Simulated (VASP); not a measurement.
# KF (R-3m) in VASP: further runs, part 2 of 2

VASP 6.6.1.

## (5) Single point, PBE

This run uses another cell than the first one, of 18.96 Å³/atom, 1.017 times its volume.

File INCAR:

```
SYSTEM = KF
PREC = Accurate ; ENCUT = 520
EDIFF = 1E-6 ; ISMEAR = 0
SIGMA = 0.05 ; LREAL = .False.
LASPH = .True. ; NELM = 60
ALGO = Normal ; ISIF = 2
LWAVE = .False. ; LCHARG = .True.
GGA = PE ; LELF = .True.
LVHAR = .True. ; NBANDS = 15
```

File KPOINTS:

```
Automatic mesh
0
Gamma
  8 8 8
  0 0 0
```

File POSCAR:

```
KF
1.0
    0.0862422230      2.7102449498      2.7102449498
    2.7102449498      0.0862422230      2.7102449498
    2.7102449498      2.7102449498      0.0862422230
K F
1 1
Direct
    0.0000000000      0.0000000000      0.0000000000
    0.5000000000      0.5000000000      0.5000000000
```

Potentials or basis: VASP PAW PBE potentials, release 64 (K_sv, F).

The run is started by

```console
$ cat potpaw_PBE.64/K_sv/POTCAR potpaw_PBE.64/F/POTCAR > POTCAR
$ mpirun -np 1 vasp_std > vasp.out
```

OUTCAR:

```text
SYSTEM = KF
   PREC = Accurate
   ENCUT = 520
   EDIFF = 1E-6
   ISMEAR = 0
   LREAL = .False.
   LASPH = .True.
   NELM = 60
   ISIF = 2
   GGA = PE

 ion  position               nearest neighbor table
   1  0.000  0.000  0.000-   2 2.67   2 2.67   2 2.67   2 2.67   2 2.67   2 2.67
   2  0.500  0.500  0.500-   1 2.67   1 2.67   1 2.67   1 2.67   1 2.67   1 2.67

  LATTYP: Found a trigonal (rhomboedric) cell.
 ALAT       =     3.8338352986
 COS(alpha) =     0.5315517071

  Lattice vectors:

 A1 = (   0.0862422230,   2.7102449498,   2.7102449498)
 A2 = (   2.7102449498,   0.0862422230,   2.7102449498)
 A3 = (   2.7102449498,   2.7102449498,   0.0862422230)

Analysis of symmetry for initial positions (statically):
=====================================================================
 Subroutine PRICEL returns:
 Original cell was already a primitive cell.

 Routine SETGRP: Setting up the symmetry group for a
 trigonal (rhombohedral) supercell.

 Subroutine GETGRP returns: Found 12 space group operations
 (whereof 12 operations were pure point group operations)
 out of a pool of 12 trial point group operations.

The static configuration has the point symmetry D_3d.

[... 177 lines left out ...]
      8      -2.7635      2.00000
      9       3.4054      0.00000
     10       7.6018      0.00000
     11       8.0527      0.00000
     12       8.0527      0.00000
     13       9.6047      0.00000
     14       9.6047      0.00000
[... 401 lines left out ...]
      2     -21.4987      2.00000
      3     -12.3540      2.00000
      4     -12.2518      2.00000
      5     -12.1761      2.00000
      6      -3.3435      2.00000
      7      -3.0329      2.00000
      8      -2.9420      2.00000
      9       5.5305      0.00000
     10       7.1412      0.00000
     11       8.7967      0.00000
     12       9.0844      0.00000
     13      10.3990      0.00000
     14      10.6856      0.00000
     15      15.3501      0.00000

 [... further k-points ...]

------------------------ aborting loop because EDIFF is reached ----------------------------------------

  FORCE on cell =-STRESS in cart. coord.  units (eV):
  Direction    XX          YY          ZZ          XY          YZ          ZX
  --------------------------------------------------------------------------------------
  -------------------------------------------------------------------------------------
  Total        0.3793726      0.3793726      0.3793726     -0.1088319     -0.1088319     -0.1088319
  in kB       16.0307580     16.0307580     16.0307580     -4.5987962     -4.5987962     -4.5987962
  external PRESSURE =      16.0307580 kB  Pullay stress =       0.0000000 kB

 VOLUME and BASIS-vectors are now :
 -----------------------------------------------------------------------------
  energy-cutoff  :      520.00
  volume of cell :       37.92
      direct lattice vectors                 reciprocal lattice vectors
     0.086242223  2.710244950  2.710244950    -0.193532809  0.187564356  0.187564356
     2.710244950  0.086242223  2.710244950     0.187564356 -0.193532809  0.187564356
     2.710244950  2.710244950  0.086242223     0.187564356  0.187564356 -0.193532809

 POSITION                                       TOTAL-FORCE (eV/Angst)
 -----------------------------------------------------------------------------------
      0.00000      0.00000      0.00000        -0.000000     -0.000000     -0.000000
      2.75337      2.75337      2.75337         0.000000      0.000000      0.000000
 -----------------------------------------------------------------------------------
    total drift:                                0.000000      0.000000      0.000000

  FREE ENERGIE OF THE ION-ELECTRON SYSTEM (eV)
  ---------------------------------------------------
  free  energy   TOTEN  =        -8.2825324171 eV

  energy  without entropy=       -8.2825324171  energy(sigma->0) =       -8.28253242
```

stdout:

```text
POSCAR found type information on POSCAR K F
 POSCAR found :  2 types and       2 ions
 scaLAPACK will be used
 LDA part: xc-table for (Slater+PW92), standard interpolation
 POSCAR, INCAR and KPOINTS ok, starting setup
 FFT: planning ... GRIDC
 FFT: planning ... GRID_SOFT
 FFT: planning ... GRID
 WAVECAR not read
 entering main loop
```

Run time: 18 s. Hardware: 1 thread of Intel Xeon 6975P-C (Granite Rapids), shared host; peak memory 0.18 GiB.

Results:

```yaml
Free_energy: -8.2825 eV
Pressure: 1.6 GPa
Band_gap_on_the_k_mesh: 6.17 eV, direct
```

Stress tensor (GPa, compression positive):
```
 1.60 -0.46 -0.46
-0.46  1.60 -0.46
-0.46 -0.46  1.60
```

A k mesh can miss the band edges.

## (6) Single point, PBE

This run uses another cell than the first one, of 18.96 Å³/atom, 1.017 times its volume.

File INCAR:

```
SYSTEM = KF
PREC = Accurate
ENCUT = 520
EDIFF = 1E-6
ISMEAR = 0
SIGMA = 0.05
LREAL = .False.
LASPH = .True.
NELM = 60
ALGO = Normal
ISIF = 2
LWAVE = .False.
LCHARG = .True.
GGA = PE
LELF = .True.
LVHAR = .True.
NBANDS = 15
```

KPOINTS is that of step 5.

File POSCAR:

```
KF
1.0
   -0.0567773436      2.6383497258      2.6383497258
    2.6383497258     -0.0567773436      2.6383497258
    2.6383497258      2.6383497258     -0.0567773436
K F
1 1
Direct
    0.0000000000      0.0000000000      0.0000000000
    0.5000000000      0.5000000000      0.5000000000
```

Potentials or basis: VASP PAW PBE potentials, release 64 (K_sv, F).

The run is started by

```console
$ cat potpaw_PBE.64/K_sv/POTCAR potpaw_PBE.64/F/POTCAR > POTCAR
$ mpirun -np 1 vasp_std > vasp.out
```

It took 14 s on 1 thread of Intel Xeon 6975P-C (Granite Rapids), shared host; peak memory 0.17 GiB.

The run converged. Its results:

| Property | Result |
| --- | --- |
| Free energy | -8.2856 eV |
| Pressure | 1.6 GPa |
| Band gap on the k mesh | 6.17 eV, direct |

Stress tensor (GPa, compression positive):
```
1.63 0.26 0.26
0.26 1.63 0.26
0.26 0.26 1.63
```

Levels at points of the mesh, in eV from the valence-band top:
| k point | band 6 | band 7 | band 8 | band 9 | band 10 | band 11 |
| --- | --- | --- | --- | --- | --- | --- |
| (0.00, 0.00, 0.00) | -0.03 | -0.03 | 0.00 | 6.17 | 10.56 | 10.56 |
| (0.50, 0.00, 0.00) | -0.82 | -0.38 | -0.33 | 9.04 | 10.60 | 11.91 |
| (0.50, 0.50, 0.00) | -0.23 | -0.09 | -0.06 | 8.18 | 10.31 | 11.84 |
| (0.50, 0.50, 0.50) | -0.82 | -0.41 | -0.41 | 9.14 | 10.72 | 12.11 |

## (7) Summary

| cell | gap on the mesh (eV) | pressure (GPa) |
| --- | --- | --- |
| a = 3.711 Å, angles 61.4°, 2 atoms | 6.26 | 2.3 |
| a = 3.791 Å, angles 59.3°, 2 atoms | 6.19 | 1.6 |
| a = 3.751 Å, angles 60.7°, 2 atoms | 6.19 | 1.6 |
| a = 3.834 Å, angles 57.9°, 2 atoms | 6.17 | 1.6 |
| a = 3.732 Å, angles 61.4°, 2 atoms | 6.17 | 1.6 |

Alike in all rows: task single point; level PBE; potentials or basis VASP PAW PBE potentials, release 64 (K_sv, F); no spin polarisation; k mesh 8 × 8 × 8; cutoff (eV) 520; smearing gaussian 0.05 eV.

Total energies depend on the potentials used, so only differences within one code and one set of settings carry meaning.
